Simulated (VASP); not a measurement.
Here is a VASP 6.6.1 calculation.

The input INCAR:

```
PREC = Accurate
ENCUT = 520
EDIFF = 1E-6
ISMEAR = 0
SIGMA = 0.1
LREAL = F
LASPH = T
NELM = 120
ALGO = Normal
ISIF = 2
LWAVE = F
LCHARG = F
GGA = PE
NBANDS = 76
GGA_COMPAT = F
```

File KPOINTS:

```
Automatic mesh
0
Gamma
  4 4 4
```

Contents of POSCAR:

```
HC28
1.0
   -4.9330325621     -4.2721315165      0.0000000000
    1.2332581405     -6.4081972747      0.0000000000
   -1.2332581405     -3.5601095971      8.5756696909
C H
28 1
Direct
    0.6926046472      0.9785752449      0.7072660467
    0.8364489425      0.5513775230      0.7034747393
    0.4111025189      0.8417236302      0.6961976400
    0.5557683208      0.4079997571      0.6961930922
    0.1220024398      0.6970764346      0.6962047531
    0.2654111059      0.2657115805      0.7035228988
   -0.0202639944      0.1223931792      0.7035212663
    0.3704550848      0.6565008746      0.6735419166
    0.5038135347      0.2178785649      0.7033863497
    0.0738935121      0.5048034953      0.7024384354
    0.2188515485      0.0758978599      0.7024286402
    0.7899364538      0.3598761129      0.7023832793
   -0.0681134436      0.9319507519      0.7034250639
    0.6460099097      0.7897811615      0.7033564978
    1.0657341602      0.0688956226      0.2976236366
    0.2096603402      0.6390064355      0.2966577645
    0.7817870457      0.9240439415      0.2974995647
    0.9238076408      0.4968018134      0.2965305442
    0.4852565395      0.7723279717      0.3263391783
    0.6367617584      0.3528855169      0.2976363470
    0.3518288704      0.2108610803      0.2966904151
    0.7337793191      0.7317448486      0.3036566349
    0.8759019160      0.3063808844      0.2964846002
    0.4445369707      0.5870938111      0.3038486898
    0.5902206075      0.1630775195      0.2965212154
    0.1630872957      0.4501848899      0.2927629084
    0.2998829019      0.0207399097      0.3038435590
    1.0192246675      0.8774135335      0.2964852999
    0.4282287392      0.7142907721      0.5000790789
```

Potentials or basis: VASP PAW PBE potentials, release 64 (C, H).

Launch:

```bash
$ cat potpaw_PBE.64/C/POTCAR potpaw_PBE.64/H/POTCAR > POTCAR
$ mpirun -np 1 vasp_std > vasp.out
```

(1) What does it give for the pressure?

(2) Predict the largest force.

(3) Estimate the band gap on the k mesh.

## Answers

(1) 1.2 GPa.

(2) 0.029 eV/Å.

(3) zero (an odd number of electrons rules out a gap without spin polarisation).
